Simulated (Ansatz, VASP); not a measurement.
**C in VASP and in Ansatz**

Contents of INCAR:

```
SYSTEM = C
PREC = Accurate ; ENCUT = 600
EDIFF = 1E-7 ; ISMEAR = 0
SIGMA = 0.1 ; LREAL = .FALSE.
LASPH = .TRUE. ; NELM = 60
ALGO = Normal ; ISIF = 3
LWAVE = .FALSE. ; LCHARG = .FALSE.
GGA = CA ; IBRION = 2
NSW = 100 ; EDIFFG = -0.05
```

KPOINTS

```
regular mesh
0
G
  12 12 4
  0 0 0
```

File POSCAR:

```
C
1.0
    2.4699988104      0.0000000000      0.0000000000
   -1.2349994052      2.1390817171      0.0000000000
    0.0000000000      0.0000000000      6.7900000000
C
4
Direct
    0.0000000000      0.0000000000      0.0000000000
    0.0000000000      0.0000000000      0.5000000000
    0.3333333333      0.6666666667      0.0050000000
    0.6666666667      0.3333333333      0.5050000000
```

Input for Ansatz:

```yaml
crystal:
  lattice:
    - [2.4699988104, 0.0, 0.0]
    - [-1.2349994052, 2.1390817171, 0.0]
    - [0.0, 0.0, 6.79]
  atoms:
    - { symbol: C, position: [0.0, 0.0, 0.0] }
    - { symbol: C, position: [0.0, 0.0, 0.5] }
    - { symbol: C, position: [0.3333333333, 0.6666666667, 0.005] }
    - { symbol: C, position: [0.6666666667, 0.3333333333, 0.505] }
basis:
  ecutwfc: 420
kpoints:
  mp_grid: { grid: [12, 12, 4] }
hamiltonian:
  xc: lda
scf:
  occupations: { method: gaussian, width: 0.1 }
output:
  forces: true
  stress: true
  eigenvalues: true
relax:
  adjacent_minimum: "off"
  f_tol: 0.05
  max_steps: 80
  cell: { stress_tol: 0.5 }
```

Alike in both runs: task relaxation of cell and atoms; functional LDA; k mesh 12 × 12 × 4; occupations gaussian, width 0.1 eV; no spin polarisation.

|  | VASP | Ansatz |
| --- | --- | --- |
| version | VASP 6.6.1 | Ansatz 0.2.0 |
| potentials or method | VASP PAW LDA potentials, release 64 (C), cutoff 600 eV | scalar-relativistic, plane waves, PAW |
| valence electrons in the cell | 16 | 16 |

|  | VASP | Ansatz | Ansatz less VASP |
| --- | --- | --- | --- |
| gap on the k mesh at the Fermi level, each at its own relaxed structure (eV) | none | none | - |
| relaxed volume (Å³/atom) | 8.69 | 8.64 | -0.051 |
| relaxed cell length with the largest relative difference (Å) | 6.715 | 6.675 | -0.0394 |

LDA's correlation is that of Perdew and Zunger in VASP and of Perdew and Wang (1992) in Ansatz. A gap of «none» marks a metal or a gap that the smearing closes.
